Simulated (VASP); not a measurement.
# SiGe6 (R-3) in VASP: further runs

The runs below take SiGe6 through single point, relaxation of cell and atoms, with PBE.

Program: VASP 6.6.1. These are calculated values, not measurements. Logs are shortened: lines on timing, memory, paths and dates and some standing lists are left out, and cuts for length are marked.

## (1) The cell of the first run

It takes space group R-3 (No. 148, trigonal). The conventional cell has a = 10.691 Å, b = 10.691 Å, c = 9.888 Å, α = 90.00°, β = 90.00°, γ = 120.00°. Within 3.1 Å of Si (site symmetry 3) lie 1 Si at 2.38 Å and 3 Ge at 2.44 Å. Within 3.3 Å of Ge (site symmetry 1) lie 4 Ge at 2.48 to 2.49 Å. Ge (site symmetry 1) has 1 Si at 2.44 Å and 3 Ge at 2.49 Å within 3.2 Å.

## (2) Single point, PBE

Contents of INCAR:

```
SYSTEM = SiGe6
PREC = Accurate ; ENCUT = 520
EDIFF = 1E-6 ; ISMEAR = 0
SIGMA = 0.2 ; LREAL = .False.
LASPH = .True. ; NELM = 60
ALGO = Normal ; ISIF = 2
LWAVE = .False. ; LCHARG = .False.
GGA = PE ; NBANDS = 101
```

Contents of KPOINTS:

```
Automatic mesh
0
Gamma
  3 3 3
  0 0 0
```

Contents of POSCAR:

```
SiGe6
1.0
    5.3453473691      3.0861377425      3.2960891054
   -5.3453473691      3.0861377425      3.2960891054
    0.0000000000     -6.1722754849      3.2960891054
Si Ge
2 12
Direct
    0.1202589012      0.1202589012      0.1202589012
    0.8797410988      0.8797410988      0.8797410988
    0.5921642704      0.7329971264      0.3053497990
    0.8421564957      0.9824139244      0.5613595396
    0.4078357296      0.2670028736      0.6946502010
    0.1578435043      0.0175860756      0.4386404604
    0.6946502010      0.4078357296      0.2670028736
    0.4386404604      0.1578435043      0.0175860756
    0.3053497990      0.5921642704      0.7329971264
    0.5613595396      0.8421564957      0.9824139244
    0.7329971264      0.3053497990      0.5921642704
    0.9824139244      0.5613595396      0.8421564957
    0.2670028736      0.6946502010      0.4078357296
    0.0175860756      0.4386404604      0.1578435043
```

Potentials or basis: VASP PAW PBE potentials, release 64 (Si, Ge_d).

Started as:

```console
$ cat potpaw_PBE.64/Si/POTCAR potpaw_PBE.64/Ge_d/POTCAR > POTCAR
$ mpirun -np 1 vasp_std > vasp.out
```

OUTCAR:

```text
SYSTEM = SiGe6
   PREC = Accurate
   ENCUT = 520
   EDIFF = 1E-6
   ISMEAR = 0
   LREAL = .False.
   LASPH = .True.
   NELM = 60
   ISIF = 2
   GGA = PE

 ion  position               nearest neighbor table
   1  0.120  0.120  0.120-   2 2.38   6 2.44  14 2.44   8 2.44
   2  0.880  0.880  0.880-   1 2.38   4 2.44  12 2.44  10 2.44
   3  0.592  0.733  0.305-   7 2.48  13 2.48   4 2.49  10 2.49
   4  0.842  0.982  0.561-   2 2.44   6 2.49   3 2.49  11 2.49
   5  0.408  0.267  0.695-   9 2.48  11 2.48   6 2.49   8 2.49
   6  0.158  0.018  0.439-   1 2.44   4 2.49   5 2.49  13 2.49
   7  0.695  0.408  0.267-  11 2.48   3 2.48   8 2.49  14 2.49
   8  0.439  0.158  0.018-   1 2.44  10 2.49   7 2.49   5 2.49
   9  0.305  0.592  0.733-  13 2.48   5 2.48  10 2.49  12 2.49
  10  0.561  0.842  0.982-   2 2.44   8 2.49   9 2.49   3 2.49
  11  0.733  0.305  0.592-   7 2.48   5 2.48  12 2.49   4 2.49
  12  0.982  0.561  0.842-   2 2.44  14 2.49  11 2.49   9 2.49
  13  0.267  0.695  0.408-   9 2.48   3 2.48  14 2.49   6 2.49
  14  0.018  0.439  0.158-   1 2.44  12 2.49  13 2.49   7 2.49

  LATTYP: Found a trigonal (rhomboedric) cell.
 ALAT       =     6.9972271689
 COS(alpha) =    -0.1671587081

  Lattice vectors:

 A1 = (   5.3453473691,   3.0861377425,   3.2960891054)
 A2 = (  -5.3453473691,   3.0861377425,   3.2960891054)
 A3 = (   0.0000000000,  -6.1722754849,   3.2960891054)

Analysis of symmetry for initial positions (statically):
=====================================================================
 Subroutine PRICEL returns:
 Original cell was already a primitive cell.

 Routine SETGRP: Setting up the symmetry group for a
 trigonal (rhombohedral) supercell.

 Subroutine GETGRP returns: Found  6 space group operations
 (whereof  6 operations were pure point group operations)
 out of a pool of 12 trial point group operations.

The static configuration has the point symmetry S_6 .

Analysis of symmetry for dynamics (positions and initial velocities):
=====================================================================
 Subroutine PRICEL returns:
 Original cell was already a primitive cell.

 Routine SETGRP: Setting up the symmetry group for a
 trigonal (rhombohedral) supercell.

 Subroutine GETGRP returns: Found  6 space group operations
 (whereof  6 operations were pure point group operations)
 out of a pool of 12 trial point group operations.

The dynamic configuration has the point symmetry S_6 .

 Subroutine INISYM returns: Found  6 space group operations
 (whereof  6 operations are pure point group operations),
 and found     1 'primitive' translations

----------------------------------------------------------------------------------------

                                     Primitive cell

  volume of cell :     326.2432

  direct lattice vectors                    reciprocal lattice vectors
     5.345347369  3.086137743  3.296089105     0.093539290  0.054004935  0.101129952
    -5.345347369  3.086137743  3.296089105    -0.093539290  0.054004935  0.101129952
     0.000000000 -6.172275485  3.296089105     0.000000000 -0.108009869  0.101129952

  length of vectors
     6.997227169  6.997227169  6.997227169     0.147964182  0.147964182  0.147964182

  position of ions in fractional coordinates (direct lattice)
     0.120258901  0.120258901  0.120258901
     0.879741099  0.879741099  0.879741099
     0.592164270  0.732997126  0.305349799
     0.842156496  0.982413924  0.561359540
     0.407835730  0.267002874  0.694650201
     0.157843504  0.017586076  0.438640460
     0.694650201  0.407835730  0.267002874
     0.438640460  0.157843504  0.017586076
     0.305349799  0.592164270  0.732997126
     0.561359540  0.842156496  0.982413924
     0.732997126  0.305349799  0.592164270
     0.982413924  0.561359540  0.842156496
     0.267002874  0.694650201  0.407835730
     0.017586076  0.438640460  0.157843504

  ion indices of the primitive-cell ions
   primitive index   ion index
                 1           1
                 2           2
                 3           3
                 4           4
                 5           5
                 6           6
                 7           7
                 8           8
                 9           9
                10          10
                11          11
                12          12
                13          13
                14          14

----------------------------------------------------------------------------------------

 KPOINTS: Automatic mesh

Automatic generation of k-mesh.
 Grid dimensions read from file:
 generate k-points for:    3    3    3

 Generating k-lattice:

  Cartesian coordinates                     Fractional coordinates (reciprocal lattice)
     0.031179763  0.018001645  0.033709984     0.333333333  0.000000000  0.000000000
    -0.031179763  0.018001645  0.033709984     0.000000000  0.333333333  0.000000000
[... 38 lines left out ...]
   NELM   =     60;   NELMIN=  2; NELMDL= -5     # of ELM steps
   EDIFF  = 0.1E-05   stopping-criterion for ELM
   LREAL  =      F    real-space projection
   EDIFFG = 0.1E-04   stopping-criterion for IOM
   NSW    =      0    number of steps for IOM
   IBRION =     -1    ionic relax: 0-MD 1-quasi-New 2-CG
   NFREE  =      0    steps in history (QN), initial steepest desc. (CG)
   ISIF   =      2    stress and relaxation
   ISYM   =      2    0-nonsym 1-usesym 2-fastsym
   POTIM  = 0.5000    time-step for ionic-motion
   TEBEG  =    0.0;   TEEND  =   0.0 temperature during run
   PSTRESS=    0.0 pullay stress
   NELECT =     176.0000    total number of electrons
   NUPDOWN=      -1.0000    fix difference up-down
   EMIN   =  10.00;   EMAX   =-10.00  energy-range for DOS
   EFERMI =   0.00;   METHOD = LEGACY
   ISMEAR =     0;   SIGMA  =   0.20  broadening in eV -4-tet -1-fermi 0-gaus
   EFERMI_NEDOS =   21; number of points for ismear=-14 and -15
   IALGO  =     38    algorithm
   IMIX   =      4    mixing-type and parameters
     AMIX     =   0.40;   BMIX     =  1.00
     AMIX_MAG =   1.60;   BMIX_MAG =  1.00
  volume/ion in A,a.u.               =      23.30       157.26
  Fermi-wavevector in a.u.,A,eV,Ry     =   1.332699  2.518435 24.165107  1.776085
  Thomas-Fermi vector in A             =   2.461613
   LORBIT       =      0    0 simple, 1 ext, 2 COOP (PROOUT), +10 PAW based schemes
   GGA     = PE    functional components
   LHFCALC =     F    Hartree Fock is set to
   AEXX    =    0.0000 exact exchange contribution
   IVDW    =     0    specifies the selected vdW correction
   LEPSILON=     F    determine dielectric tensor
   LRPA    =     F    only Hartree local field effects (RPA)
 non-spin polarized calculation
 Gauss-broadening in eV      SIGMA  =   0.20
  energy-cutoff  :      520.00
  volume of cell :      326.24
 maximum number of plane-waves:      8805
 NGX is ok and might be reduce to    54
   NGX = 27   NGY = 27   NGZ = 27

 number of electron     175.9999882 magnetization

 Free energy of the ion-electron system (eV)
  ---------------------------------------------------
  ext. energy  EPLUGINS =         0.00000000
  ---------------------------------------------------
  free energy    TOTEN  =       -64.87945515 eV

  energy without entropy =      -64.86387242  energy(sigma->0) =      -64.87166378

 E-fermi :   4.7619     XC(G=0):  -9.6509

 val. band max:        4.7224636491   @ k =   0.0000   0.0000   0.0000
 cond. band min:       5.0933768780   @ k =   0.3333   0.3333   0.3333
 fundamental gap:      0.3709132289
 Fermi energy:         4.7618536844

 k-point     1 :       0.0000    0.0000    0.0000
  band No.  band energies     occupation
      1     -20.0606      2.00000
      2     -20.0571      2.00000
      3     -20.0571      2.00000
      4     -20.0530      2.00000
      5     -20.0525      2.00000
      6     -20.0525      2.00000
[... 607 lines left out ...]
     99       7.8953      0.00000
    100       8.1161      0.00000
 [bands above 100 left out]

------------------------ aborting loop because EDIFF is reached ----------------------------------------

  FORCE on cell =-STRESS in cart. coord.  units (eV):
  Direction    XX          YY          ZZ          XY          YZ          ZX
  --------------------------------------------------------------------------------------
  -------------------------------------------------------------------------------------
  Total       -0.0496171     -0.0496171      0.1074544      0.0000002      0.0000000     -0.0000000
  in kB       -0.2436691     -0.2436691      0.5277077      0.0000007      0.0000000     -0.0000000
  external PRESSURE =       0.0134565 kB  Pullay stress =       0.0000000 kB

 VOLUME and BASIS-vectors are now :
 -----------------------------------------------------------------------------
  energy-cutoff  :      520.00
  volume of cell :      326.24
      direct lattice vectors                 reciprocal lattice vectors
     5.345347369  3.086137743  3.296089105     0.093539290  0.054004935  0.101129952
    -5.345347369  3.086137743  3.296089105    -0.093539290  0.054004935  0.101129952
     0.000000000 -6.172275485  3.296089105     0.000000000 -0.108009869  0.101129952

 POSITION                                       TOTAL-FORCE (eV/Angst)
 -----------------------------------------------------------------------------------
      0.00000      0.00000      1.18915        -0.000000      0.000000      0.013430
      0.00000      0.00000      8.69912        -0.000000     -0.000000     -0.013430
     -0.75280      2.20493      5.37431        -0.001022      0.003338     -0.017363
     -0.74972      2.16601      7.86424        -0.003718      0.001047      0.015862
      0.75280     -2.20493      4.51396         0.001022     -0.003338      0.017363
      0.74972     -2.16601      2.02403         0.003718     -0.001047     -0.015862
      1.53312      1.75441      4.51396         0.002380      0.002554      0.017363
      1.50096      1.73229      2.02403        -0.000953      0.003743     -0.015862
     -1.53312     -1.75441      5.37431        -0.002380     -0.002554     -0.017363
     -1.50096     -1.73229      7.86424         0.000953     -0.003743      0.015862
      2.28592     -0.45052      5.37431         0.003401     -0.000784     -0.017363
      2.25068     -0.43372      7.86424         0.002765      0.002697      0.015862
     -2.28592      0.45052      4.51396        -0.003401      0.000784      0.017363
     -2.25068      0.43372      2.02403        -0.002765     -0.002697     -0.015862
 -----------------------------------------------------------------------------------
    total drift:                                0.000000     -0.000000      0.000000

  FREE ENERGIE OF THE ION-ELECTRON SYSTEM (eV)
  ---------------------------------------------------
  free  energy   TOTEN  =       -64.8794551511 eV

  energy  without entropy=      -64.8638724154  energy(sigma->0) =      -64.87166378
```

Run time: 10 min. Hardware: 1 thread of Intel Xeon 8259CL, shared host; peak memory 0.46 GiB.

Results:

```yaml
Free_energy: -64.8795 eV
Pressure: 0.0 GPa
Largest_force: 0.018 eV/Å
```

Forces in eV/Å, atoms in the order of the input:
```
Si   0.000  0.000  0.013
Si   0.000  0.000 -0.013
Ge  -0.001  0.003 -0.017
Ge  -0.004  0.001  0.016
Ge   0.001 -0.003  0.017
Ge   0.004 -0.001 -0.016
Ge   0.002  0.003  0.017
Ge  -0.001  0.004 -0.016
Ge  -0.002 -0.003 -0.017
Ge   0.001 -0.004  0.016
Ge   0.003 -0.001 -0.017
Ge   0.003  0.003  0.016
Ge  -0.003  0.001  0.017
Ge  -0.003 -0.003 -0.016
```

Levels at points of the mesh, in eV from the Fermi level:
```
           k point  band 86  band 87  band 88  band 89  band 90  band 91
(0.00, 0.00, 0.00)    -0.11    -0.11    -0.11    -0.04     2.17     2.17
```

## (3) Single point, PBE

This run uses another cell than the first one, of 23.11 Å³/atom.

Contents of INCAR:

```
SYSTEM = SiGe6
PREC     = Accurate       ! precision mode
ENCUT    = 520            ! plane-wave cutoff, eV
EDIFF    = 1E-6           ! SCF threshold, eV
ISMEAR   = 0              ! smearing method
SIGMA    = 0.2            ! smearing width, eV
LREAL    = .FALSE.        ! projectors in reciprocal space
LASPH    = .TRUE.         ! aspherical terms in the spheres
NELM     = 60             ! most SCF steps
ALGO     = Normal         ! electronic algorithm
ISIF     = 2              ! what is computed and relaxed
LWAVE    = .FALSE.        ! write WAVECAR
LCHARG   = .FALSE.        ! write CHGCAR
GGA      = PE             ! functional
NBANDS   = 101            ! bands
```

Contents of KPOINTS:

```
regular mesh
0
G
  3 3 3
  0 0 0
```

Contents of POSCAR:

```
SiGe6
1.0
    5.3314358373      3.0781059141      3.2857017828
   -5.3314358373      3.0781059141      3.2857017828
    0.0000000000     -6.1562118333      3.2857017780
Si Ge
2 12
Direct
    0.1210868748      0.1210868748      0.1210868748
    0.8789131252      0.8789131252      0.8789131252
    0.5919402282      0.7324932860      0.3042033662
    0.8416984638      0.9818962503      0.5603974698
    0.4080597718      0.2675067140      0.6957966338
    0.1583015362      0.0181037497      0.4396025302
    0.6957966338      0.4080597718      0.2675067140
    0.4396025302      0.1583015362      0.0181037497
    0.3042033662      0.5919402282      0.7324932860
    0.5603974698      0.8416984638      0.9818962503
    0.7324932860      0.3042033662      0.5919402282
    0.9818962503      0.5603974698      0.8416984638
    0.2675067140      0.6957966338      0.4080597718
    0.0181037497      0.4396025302      0.1583015362
```

Potentials or basis: VASP PAW PBE potentials, release 64 (Si, Ge_d).

Started as:

```console
$ cat potpaw_PBE.64/Si/POTCAR potpaw_PBE.64/Ge_d/POTCAR > POTCAR
$ mpirun -np 1 vasp_std > vasp.out
```

Wall time 9.4 min (1 thread of Intel Xeon 8259CL, shared host); peak memory 0.47 GiB.

Results (log left out):

- Free energy: -64.8733 eV
- Pressure: 0.5 GPa
- Largest force: 0.078 eV/Å
- Band gap on the k mesh: 0.13 eV

Forces in eV/Å, atoms in the order of the input:
```
Si   0.000  0.000 -0.078
Si   0.000  0.000  0.078
Ge   0.002 -0.023  0.003
Ge   0.022 -0.027  0.025
Ge  -0.002  0.023 -0.003
Ge  -0.022  0.027 -0.025
Ge  -0.019 -0.013 -0.003
Ge  -0.012 -0.033 -0.025
Ge   0.019  0.013  0.003
Ge   0.012  0.033  0.025
Ge  -0.021  0.010  0.003
Ge  -0.034 -0.006  0.025
Ge   0.021 -0.010 -0.003
Ge   0.034  0.006 -0.025
```

Levels at points of the mesh, in eV from the valence-band top:
```csv
k point,band 84,band 85,band 86,band 87,band 88,band 89,band 90,band 91,band 92,band 93
"(0.00, 0.00, 0.00)",-2.31,-2.30,-0.02,-0.02,0.00,0.13,2.29,2.29,2.49,2.66
```

Caveat: an odd mesh through Γ misses points on the zone boundary, where band edges can lie.

## (4) Relaxation of cell and atoms, PBE

This run uses another cell than the first one, of 22.16 Å³/atom.

Contents of INCAR:

```
SYSTEM = SiGe6
ALGO = Normal
EDIFF = 1E-7
EDIFFG = -0.08
ENCUT = 600
GGA = PE
IBRION = 2
ISIF = 3
ISMEAR = 0
LASPH = .True.
LCHARG = .False.
LREAL = .False.
LWAVE = .False.
NELM = 80
NSW = 36
PREC = Accurate
SIGMA = 0.2
```

Contents of KPOINTS:

```
k-points
0
Gamma
  3 3 3
  0 0 0
```

Contents of POSCAR:

```
SiGe6
1.0
    5.2550000000      3.0339756600      3.2433333300
   -5.2550000000      3.0339756600      3.2433333300
    0.0000000000     -6.0679513300      3.2433333300
Si Ge
2 12
Direct
    0.1250000000      0.1250000000      0.1250000000
    0.8750000000      0.8750000000      0.8750000000
    0.5892860000      0.7321430000      0.3035710000
    0.8392860000      0.9821430000      0.5535710000
    0.4107140000      0.2678570000      0.6964290000
    0.1607140000      0.0178570000      0.4464290000
    0.6964290000      0.4107140000      0.2678570000
    0.4464290000      0.1607140000      0.0178570000
    0.3035710000      0.5892860000      0.7321430000
    0.5535710000      0.8392860000      0.9821430000
    0.7321430000      0.3035710000      0.5892860000
    0.9821430000      0.5535710000      0.8392860000
    0.2678570000      0.6964290000      0.4107140000
    0.0178570000      0.4464290000      0.1607140000
```

Started as:

```console
$ cat potpaw_PBE.64/Si/POTCAR potpaw_PBE.64/Ge_d/POTCAR > POTCAR
$ mpirun -np 1 vasp_std > vasp.out
```

Run time: 20 min. Hardware: 1 thread of Oxide Virtual Turin-like, shared host; peak memory 0.51 GiB.

It converged, with:

```
Free energy                           : -64.8767 eV
Relaxed volume                        : 23.31 Å³/atom
Relaxed cell                          : a = 6.998 Å, b = 6.998 Å, c = 6.998 Å, α = 99.61°, β = 99.61°, γ = 99.61°
Space group after relaxing (to 0.1 Å) : R-3 (No. 148)
Energy gained by relaxing             : 18.0 meV/atom
Ionic steps                           : 7
Pressure after relaxing               : 0.0 GPa
Largest force after relaxing          : 0.058 eV/Å
```

Forces on the atoms (eV/Å):
```
Si   0.000  0.000 -0.002
Si   0.000  0.000  0.002
Ge   0.022  0.008  0.054
Ge  -0.008  0.020  0.017
Ge  -0.022 -0.008 -0.054
Ge   0.008 -0.020 -0.017
Ge   0.018 -0.015 -0.054
Ge   0.013  0.017 -0.017
Ge  -0.018  0.015  0.054
Ge  -0.013 -0.017  0.017
Ge  -0.004 -0.023  0.054
Ge   0.022 -0.003  0.017
Ge   0.004  0.023 -0.054
Ge  -0.022  0.003 -0.017
```

Stress tensor (GPa, compression positive):
```
 0.05  0.00  0.00
 0.00  0.05  0.00
 0.00  0.00 -0.08
```

The path:
| step | energy change (eV) | largest force (eV/Å) | pressure (GPa) | volume (Å³) |
| --- | --- | --- | --- | --- |
| 1 | 0.0000 | 0.4823 | 3.46 | 310.26 |
| 2 | -0.2072 | 0.2295 | -1.02 | 332.28 |
| 3 | -0.2165 | 0.2614 | -0.30 | 328.15 |
| 4 | -0.2391 | 0.1531 | -0.16 | 327.24 |
| 5 | -0.2491 | 0.0864 | 0.05 | 326.04 |
| 6 | -0.2492 | 0.0845 | 0.04 | 326.13 |
| 7 | -0.2521 | 0.0585 | 0.01 | 326.35 |

Final structure:
```
Si Ge
1.0
     5.34496    3.08592    3.29761
    -5.34496    3.08592    3.29761
     0.00000   -6.17183    3.29761
Si Ge
2 12
Direct
  0.12048 0.12048 0.12048
  0.87952 0.87952 0.87952
  0.59032 0.73267 0.30381
  0.84159 0.98092 0.56046
  0.40968 0.26733 0.69619
  0.15841 0.01908 0.43954
  0.69619 0.40968 0.26733
  0.43954 0.15841 0.01908
  0.30381 0.59032 0.73267
  0.56046 0.84159 0.98092
  0.73267 0.30381 0.59032
  0.98092 0.56046 0.84159
  0.26733 0.69619 0.40968
  0.01908 0.43954 0.15841
```

Levels at points of the mesh, in eV from the Fermi level:
```
           k point  band 84  band 85  band 86  band 87  band 88  band 89  band 90  band 91  band 92  band 93
(0.00, 0.00, 0.00)    -2.38    -2.37    -0.11    -0.11    -0.09    -0.04     2.16     2.16     2.39     2.55
```

Caveat: the relaxation stopped at a loose force limit of 0.08 eV/Å, so its end isn't a converged minimum.

## (5) Overview

```csv
task,cell,cutoff (eV),pressure (GPa),largest force (eV/Å)
single point,"a = 6.997 Å, angles 99.6°, 14 atoms, atomic positions A",520,0.0,0.02
single point,"a = 6.978 Å, angles 99.6°, 14 atoms, atomic positions B",520,0.5,0.08
relaxation of cell and atoms,"relaxed from a = 6.880 Å, angles 99.6°, 14 atoms, atomic positions C",600,0.0,0.06
```

Alike in all rows: level PBE; potentials or basis VASP PAW PBE potentials, release 64 (Si, Ge_d); no spin polarisation; k mesh 3 × 3 × 3; smearing gaussian 0.2 eV.

Caveats: an odd mesh through Γ misses points on the zone boundary, where band edges can lie (at least some runs); the relaxation stopped at a loose force limit of 0.08 eV/Å, so its end isn't a converged minimum (at least some runs).

Total energies depend on the potentials used, so only differences within one code and one set of settings carry meaning.
